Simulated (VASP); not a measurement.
Wanted: the native input for a VASP 6.6.1 run.

```yaml
Task: single point
Functional: PBE
Potentials_or_basis: VASP PAW PBE potentials, release 64 (Mg, O, N)
Cutoff: 520 eV
k_mesh: 5 × 5 × 1
Occupations: gaussian, width 0.05 eV
Spin: no spin polarisation
Dipole_correction: yes
Further_INCAR_settings: LREAL = Auto; ALGO = Normal; EDIFF = 1e-06; NBANDS = 72
```

The structure of Mg6NO6 lies in POSCAR:

```
Mg6NO6
1.0
    6.0171792582      0.0000000000      0.0000000000
    0.0000000000      6.0171792582      0.0000000000
    0.0000000000      0.0000000000     20.8799623436
Mg O N
12 12 2
Direct
    0.2500000000      0.2500000000      0.1915712267
    0.2500000000      0.7500000000      0.1915712267
    0.7500000000      0.2500000000      0.1915712267
    0.7500000000      0.7500000000      0.1915712267
    0.0000000000      0.0000000000      0.2936999204
    0.0000000000      0.5000000000      0.2936999204
    0.5000000000      0.0000000000      0.2936999204
    0.5000000000      0.5000000000      0.2936999204
    0.2500000000      0.2500000000      0.3942063725
    0.2500000000      0.7500000000      0.3942063725
    0.7500000000      0.2500000000      0.3942063725
    0.7500000000      0.7500000000      0.3942063725
    0.0000000000      0.0000000000      0.1915712267
    0.0000000000      0.5000000000      0.1915712267
    0.5000000000      0.0000000000      0.1915712267
    0.5000000000      0.5000000000      0.1915712267
    0.2500000000      0.2500000000      0.2932336620
    0.2500000000      0.7500000000      0.2932336620
    0.7500000000      0.2500000000      0.2932336620
    0.7500000000      0.7500000000      0.2932336620
    0.0000000000      0.0000000000      0.3965506358
    0.0000000000      0.5000000000      0.3965506358
    0.5000000000      0.0000000000      0.3965506358
    0.5000000000      0.5000000000      0.3965506358
    0.0625000000      0.0625000000      0.5936149816
    0.0625000000      0.0625000000      0.6464006586
```

These files were run (other wordings do the same):

INCAR

```
SYSTEM = Mg6NO6
PREC = Accurate ; ENCUT = 520
EDIFF = 1E-6 ; ISMEAR = 0
SIGMA = 0.05 ; LREAL = Auto
LASPH = .TRUE. ; NELM = 100
ALGO = Normal ; ISIF = 2
LWAVE = .FALSE. ; LCHARG = .FALSE.
LDIPOL = .TRUE. ; IDIPOL = 3
DIPOL = 0.5 0.5 0.319 ; GGA = PE
NBANDS = 72
```

KPOINTS

```
regular mesh
0
G
  5 5 1
  0 0 0
```

Potentials or basis: VASP PAW PBE potentials, release 64 (Mg, O, N).

Run with:

```console
$ cat potpaw_PBE.64/Mg/POTCAR potpaw_PBE.64/O/POTCAR potpaw_PBE.64/N/POTCAR > POTCAR
$ mpirun -np 1 vasp_std > vasp.out
```

Results of the run:

```json
{
 "Largest force": "1.747 eV/Å",
 "Band gap on the k mesh": "3.09 eV, indirect (least direct gap 3.14 eV)"
}
```

Caveat: the standard files for N, O and F lose accuracy on very short bonds.

It took 13 min on 1 thread of Intel(R) Xeon(R) 6975P-C (Granite Rapids), with other jobs on the host, peak memory 0.88 GiB.
